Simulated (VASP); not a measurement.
# As (Cmce) in VASP: notebook

The runs below take As through single point, with PBE.

Program: VASP 6.6.1. These are calculated values, not measurements. Logs are shortened: lines on timing, memory, paths and dates and some standing lists are left out, and cuts for length are marked.

### Step 1. The cell of the first run

The structure is orthorhombic, space group Cmce (No. 64). Conventional cell: a = 3.705 Å, b = 11.413 Å, c = 4.669 Å, α = 90.00°, β = 90.00°, γ = 90.00°. As (site symmetry m) has 3 As at 2.50 to 2.51 Å within 3.3 Å.

### Step 2. Single point, PBE

Input file INCAR:

```
SYSTEM = As
ALGO = Normal ; EDIFF = 1E-6
ENCUT = 500 ; GGA = PE
GGA_COMPAT = .False. ; ISIF = 2
ISMEAR = -1 ; LASPH = .True.
LCHARG = .True. ; LELF = .True.
LREAL = .False. ; LVHAR = .True.
LWAVE = .False. ; NBANDS = 18
NELM = 120 ; PREC = Accurate
SIGMA = 0.1
```

Input file KPOINTS:

```
k-points
0
Gamma
  9 9 7
  0 0 0
```

Input file POSCAR:

```
As
1.0
    1.8527304186     -5.7062613845      0.0000000000
    1.8527304186      5.7062613845      0.0000000000
    0.0000000000      0.0000000000      4.6691110013
As
4
Direct
    0.1059894032      0.8940105968      0.9312775131
    0.6059894032      0.3940105968      0.5687224869
    0.8940105968      0.1059894032      0.0687224869
    0.3940105968      0.6059894032      0.4312775131
```

Potentials or basis: VASP PAW PBE potentials, release 64 (As).

Command:

```
cat potpaw_PBE.64/As/POTCAR > POTCAR
mpirun -np 1 vasp_std > vasp.out
```

OUTCAR:

```text
SYSTEM = As
   EDIFF = 1E-6
   ENCUT = 500
   GGA = PE
   ISIF = 2
   ISMEAR = -1
   LASPH = .True.
   LREAL = .False.
   NELM = 120
   PREC = Accurate

 ion  position               nearest neighbor table
   1  0.106  0.894  0.931-   3 2.50   2 2.51   2 2.51
   2  0.606  0.394  0.569-   4 2.50   1 2.51   1 2.51
   3  0.894  0.106  0.069-   1 2.50   4 2.51   4 2.51
   4  0.394  0.606  0.431-   2 2.50   3 2.51   3 2.51

  LATTYP: Found a base centered orthorhombic cell.
 ALAT       =     3.7054608372
 B/A-ratio  =     3.0799199534
 C/A-ratio  =     1.2600621640

  Lattice vectors:

 A1 = (   1.8527304186,  -5.7062613845,   0.0000000000)
 A2 = (   1.8527304186,   5.7062613845,   0.0000000000)
 A3 = (   0.0000000000,   0.0000000000,   4.6691110013)

Analysis of symmetry for initial positions (statically):
=====================================================================
 Subroutine PRICEL returns:
 Original cell was already a primitive cell.

 Routine SETGRP: Setting up the symmetry group for a
 base centered orthorhombic supercell.

 Subroutine GETGRP returns: Found  8 space group operations
 (whereof  4 operations were pure point group operations)
 out of a pool of  8 trial point group operations.

The static configuration has the point symmetry C_2h.
 The point group associated with its full space group is D_2h.

Analysis of symmetry for dynamics (positions and initial velocities):
=====================================================================
 Subroutine PRICEL returns:
 Original cell was already a primitive cell.

 Routine SETGRP: Setting up the symmetry group for a
 base centered orthorhombic supercell.

 Subroutine GETGRP returns: Found  8 space group operations
 (whereof  4 operations were pure point group operations)
 out of a pool of  8 trial point group operations.

The dynamic configuration has the point symmetry C_2h.
 The point group associated with its full space group is D_2h.

 Subroutine INISYM returns: Found  8 space group operations
 (whereof  4 operations are pure point group operations),
 and found     1 'primitive' translations

----------------------------------------------------------------------------------------

                                     Primitive cell

  volume of cell :      98.7252

  direct lattice vectors                    reciprocal lattice vectors
     1.852730419 -5.706261385  0.000000000     0.269871966 -0.087623045  0.000000000
     1.852730419  5.706261385  0.000000000     0.269871966  0.087623045  0.000000000
     0.000000000  0.000000000  4.669111001     0.000000000  0.000000000  0.214173533

  length of vectors
     5.999502395  5.999502395  4.669111001     0.283740508  0.283740508  0.214173533

  position of ions in fractional coordinates (direct lattice)
     0.105989403  0.894010597  0.931277513
     0.605989403  0.394010597  0.568722487
     0.894010597  0.105989403  0.068722487
     0.394010597  0.605989403  0.431277513

  ion indices of the primitive-cell ions
   primitive index   ion index
                 1           1
                 2           2
                 3           3
                 4           4

----------------------------------------------------------------------------------------

 KPOINTS: k-points

Automatic generation of k-mesh.
 Grid dimensions read from file:
 generate k-points for:    9    9    7

 Generating k-lattice:

  Cartesian coordinates                     Fractional coordinates (reciprocal lattice)
     0.029985774 -0.009735894  0.000000000     0.111111111 -0.000000000  0.000000000
     0.029985774  0.009735894  0.000000000    -0.000000000  0.111111111  0.000000000
     0.000000000  0.000000000  0.030596219     0.000000000  0.000000000  0.142857143

  Length of vectors
     0.031526723  0.031526723  0.030596219

  Shift w.r.t. Gamma in fractional coordinates (k-lattice)
     0.000000000  0.000000000  0.000000000

 Subroutine IBZKPT returns following result:
 ===========================================

 Found    100 irreducible k-points:

 Following reciprocal coordinates:
            Coordinates               Weight
  0.000000  0.000000  0.000000      1.000000
  0.111111 -0.000000  0.000000      4.000000
  0.222222  0.000000  0.000000      4.000000
  0.333333  0.000000  0.000000      4.000000
  0.444444  0.000000  0.000000      4.000000
  0.111111  0.111111  0.000000      2.000000
[... 16 lines left out ...]
 -0.333333  0.333333  0.000000      2.000000
  0.444444  0.444444  0.000000      2.000000
 [... further k-points ...]
   k-points           NKPTS =    100   k-points in BZ     NKDIM =    100   number of bands    NBANDS=     18
   number of dos      NEDOS =    301   number of ions     NIONS =      4
   total plane-waves  NPLWV =  82944
   dimension x,y,z NGX =    48 NGY =   48 NGZ =   36
   dimension x,y,z NGXF=    96 NGYF=   96 NGZF=   72
   ions per type =               4
   NGX,Y,Z   is equivalent  to a cutoff of  13.30, 13.30, 12.82 a.u.
   NGXF,Y,Z  is equivalent  to a cutoff of  26.60, 26.60, 25.64 a.u.
 SYSTEM =  As
   PREC   = accura    normal or accurate (medium, high low for compatibility)
   ISTART =      0    job   : 0-new  1-cont  2-samecut
   ICHARG =      2    charge: 1-file 2-atom 10-const
   ISPIN  =      1    spin polarized calculation?
   LNONCOLLINEAR =      F non collinear calculations
   LSORBIT =      F    spin-orbit coupling
   LASPH  =      T    aspherical Exc in radial PAW
   ENCUT  =  500.0 eV  36.75 Ry    6.06 a.u.  10.94 10.94  8.51*2*pi/ulx,y,z
   NELM   =    120;   NELMIN=  2; NELMDL= -5     # of ELM steps
   EDIFF  = 0.1E-05   stopping-criterion for ELM
   LREAL  =      F    real-space projection
[... 7 lines left out ...]
   TEBEG  =    0.0;   TEEND  =   0.0 temperature during run
   PSTRESS=    0.0 pullay stress
   NELECT =      20.0000    total number of electrons
   NUPDOWN=      -1.0000    fix difference up-down
   EMIN   =  10.00;   EMAX   =-10.00  energy-range for DOS
   EFERMI =   0.00;   METHOD = LEGACY
   ISMEAR =    -1;   SIGMA  =   0.10  broadening in eV -4-tet -1-fermi 0-gaus
   EFERMI_NEDOS =   21; number of points for ismear=-14 and -15
   IALGO  =     38    algorithm
   IMIX   =      4    mixing-type and parameters
     AMIX     =   0.40;   BMIX     =  1.00
     AMIX_MAG =   1.60;   BMIX_MAG =  1.00
  volume/ion in A,a.u.               =      24.68       166.56
  Fermi-wavevector in a.u.,A,eV,Ry     =   0.961484  1.816942 12.577930  0.924452
  Thomas-Fermi vector in A             =   2.090860
   LORBIT       =      0    0 simple, 1 ext, 2 COOP (PROOUT), +10 PAW based schemes
   GGA     = PE    functional components
   LHFCALC =     F    Hartree Fock is set to
   AEXX    =    0.0000 exact exchange contribution
   IVDW    =     0    specifies the selected vdW correction
   LEPSILON=     F    determine dielectric tensor
   LRPA    =     F    only Hartree local field effects (RPA)
 non-spin polarized calculation
  energy-cutoff  :      500.00
  volume of cell :       98.73
 maximum number of plane-waves:      2529
 NGX is ok and might be reduce to    48
   NGX = 21   NGY = 21   NGZ = 17

 number of electron      19.9999998 magnetization

 Free energy of the ion-electron system (eV)
  ---------------------------------------------------
  ext. energy  EPLUGINS =         0.00000000
  ---------------------------------------------------
  free energy    TOTEN  =       -18.61476549 eV

  energy without entropy =      -18.60887340  energy(sigma->0) =      -18.61181944

 E-fermi :   3.9702     XC(G=0):  -9.2769

 val. band max:        3.9405097495   @ k =  -0.4444   0.4444   0.0000
 cond. band min:       4.0124546326   @ k =   0.4444   0.4444   0.0000
 fundamental gap:      0.0719448831
 Fermi energy:         3.9701500824

 k-point     1 :       0.0000    0.0000    0.0000
  band No.  band energies     occupation
      1     -10.4276      2.00000
      2      -7.9964      2.00000
      3      -5.5379      2.00000
      4      -2.3323      2.00000
      5      -1.6014      2.00000
      6       0.0600      2.00000
[... 10 lines left out ...]
     17      11.2165      0.00000
     18      11.2973      0.00000

 k-point     2 :       0.1111   -0.0000    0.0000
  band No.  band energies     occupation
      1     -10.3058      2.00000
      2      -7.8898      2.00000
      3      -5.6592      2.00000
      4      -2.6081      2.00000
      5      -1.4699      2.00000
      6       0.1715      2.00000
[... 10 lines left out ...]
     17      10.2441      0.00000
     18      11.0928      0.00000

 k-point     3 :       0.2222    0.0000    0.0000
  band No.  band energies     occupation
      1      -9.9449      2.00000
      2      -7.5706      2.00000
      3      -6.0682      2.00000
      4      -3.3692      2.00000
      5      -1.0869      2.00000
      6      -0.0354      2.00000
[... 10 lines left out ...]
     17       9.7262      0.00000
     18      10.9220      0.00000

 k-point     4 :       0.3333    0.0000    0.0000
  band No.  band energies     occupation
      1      -9.3603      2.00000
      2      -7.0418      2.00000
      3      -6.7873      2.00000
      4      -4.3826      2.00000
      5      -0.5046      2.00000
      6      -0.1957      2.00000
[... 375 lines left out ...]
      4      -2.8223      2.00000
      5      -0.6485      2.00000
      6       0.0695      2.00000
[... 10 lines left out ...]
     17      10.4861      0.00000
     18      10.5786      0.00000

 k-point    23 :      -0.3333    0.3333    0.0000
  band No.  band energies     occupation
      1     -10.2676      2.00000
      2      -8.3644      2.00000
      3      -5.4575      2.00000
      4      -2.6200      2.00000
      5      -0.9368      2.00000
      6       0.0857      2.00000
[... 10 lines left out ...]
     17      10.0202      0.00000
     18      11.3285      0.00000

 k-point    24 :       0.4444    0.4444    0.0000
  band No.  band energies     occupation
      1     -10.0882      2.00000
      2      -8.3699      2.00000
      3      -5.5828      2.00000
      4      -2.8509      2.00000
      5      -0.3479      2.00000
      6      -0.1916      2.00000
[... 10 lines left out ...]
     17      10.6230      0.00000
     18      10.7882      0.00000

 [... further k-points ...]

------------------------ aborting loop because EDIFF is reached ----------------------------------------

  FORCE on cell =-STRESS in cart. coord.  units (eV):
  Direction    XX          YY          ZZ          XY          YZ          ZX
  --------------------------------------------------------------------------------------
  -------------------------------------------------------------------------------------
  Total        0.1442414      0.1925348      0.1531245      0.0000000      0.0000000      0.0000000
  in kB        2.3408444      3.1245802      2.4850046      0.0000000      0.0000000      0.0000000
  external PRESSURE =       2.6501431 kB  Pullay stress =       0.0000000 kB

 VOLUME and BASIS-vectors are now :
 -----------------------------------------------------------------------------
  energy-cutoff  :      500.00
  volume of cell :       98.73
      direct lattice vectors                 reciprocal lattice vectors
     1.852730419 -5.706261385  0.000000000     0.269871966 -0.087623045  0.000000000
     1.852730419  5.706261385  0.000000000     0.269871966  0.087623045  0.000000000
     0.000000000  0.000000000  4.669111001     0.000000000  0.000000000  0.214173533

 POSITION                                       TOTAL-FORCE (eV/Angst)
 -----------------------------------------------------------------------------------
      1.85273      4.49665      4.34824         0.000000     -0.033641      0.037157
      1.85273     -1.20961      2.65543         0.000000     -0.033641     -0.037157
      1.85273     -4.49665      0.32087         0.000000      0.033641     -0.037157
      1.85273      1.20961      2.01368         0.000000      0.033641      0.037157
 -----------------------------------------------------------------------------------
    total drift:                                0.000000      0.000000     -0.000000

  FREE ENERGIE OF THE ION-ELECTRON SYSTEM (eV)
  ---------------------------------------------------
  free  energy   TOTEN  =       -18.6147654885 eV

  energy  without entropy=      -18.6088734005  energy(sigma->0) =      -18.61181944
```

It took 94 s on 1 thread of Intel Xeon Platinum 8559C (Emerald Rapids), shared host; peak memory 0.34 GiB.

Results:

| Property | Result |
| --- | --- |
| Free energy | -18.6148 eV |
| Pressure | 0.3 GPa |
| Largest force | 0.050 eV/Å |

Forces in eV/Å, atoms in the order of the input:
```
As   0.000 -0.034  0.037
As   0.000 -0.034 -0.037
As   0.000  0.034 -0.037
As   0.000  0.034  0.037
```

Levels at points of the mesh, in eV from the Fermi level:
```
           k point  band 8  band 9  band 10  band 11  band 12  band 13
(0.00, 0.00, 0.00)   -2.08   -1.77    -0.97     1.60     1.78     2.20
```

[end of part 1 of 2]
